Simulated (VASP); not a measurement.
Write the native input for VASP 6.6.1 that does the following.

```yaml
Task: relaxation of cell and atoms
Functional: PBEsol
Potentials_or_basis: VASP PAW PBE potentials, release 64 (K_sv, Cl)
Cutoff: 600 eV
k_mesh: 7 × 7 × 7
Occupations: fermi-dirac, width 0.05 eV
Spin: no spin polarisation
Dipole_correction: no
Further_INCAR_settings: ALGO = Normal; EDIFF = 1e-06; IBRION = 2; EDIFFG = -0.02; NSW = 80; ISIF = 3
```

The structure of KCl (Sylvite) lies in POSCAR:

```
KCl
1.0
    0.0000000000      3.1464700000      3.1464700000
    3.1464700000      0.0000000000      3.1464700000
    3.1464700000      3.1464700000      0.0000000000
K Cl
1 1
Direct
    0.0000000000      0.0000000000      0.0000000000
    0.5000000000      0.5000000000      0.5000000000
```

These files were run (other wordings do the same):

INCAR

```
ALGO = Normal
EDIFF = 1E-6
EDIFFG = -0.02
ENCUT = 600
GGA = PS
IBRION = 2
ISIF = 3
ISMEAR = -1
LASPH = T
LCHARG = F
LREAL = F
LWAVE = F
NELM = 100
NSW = 80
PREC = Accurate
SIGMA = 0.05
```

KPOINTS

```
k-points
0
Gamma
  7 7 7
```

Potentials or basis: VASP PAW PBE potentials, release 64 (K_sv, Cl).

Run with:

```sh
$ cat potpaw_PBE.64/K_sv/POTCAR potpaw_PBE.64/Cl/POTCAR > POTCAR
$ mpirun -np 1 vasp_std > vasp.out
```

Results of the run:

```
Relaxed volume                         : 30.58 Å³/atom
Relaxed cell                           : a = 4.422 Å, b = 4.422 Å, c = 4.422 Å, α = 60.00°, β = 60.00°, γ = 60.00°
Space group after relaxing (to 0.05 Å) : Fm-3m (No. 225)
Energy gained by relaxing              : 0.6 meV/atom
Ionic steps                            : 3
Pressure after relaxing                : 0.0 GPa
Band gap on the k mesh                 : 5.08 eV, direct
```

Caveat: the PAW data sets were made with another functional, which shifts forces and pressure a little.

Run time: 50 s on 1 thread of Intel(R) Xeon(R) Platinum 8259CL CPU @ 2.50GHz (Skylake/Cascade Lake) (shared host), peak memory 0.21 GiB.
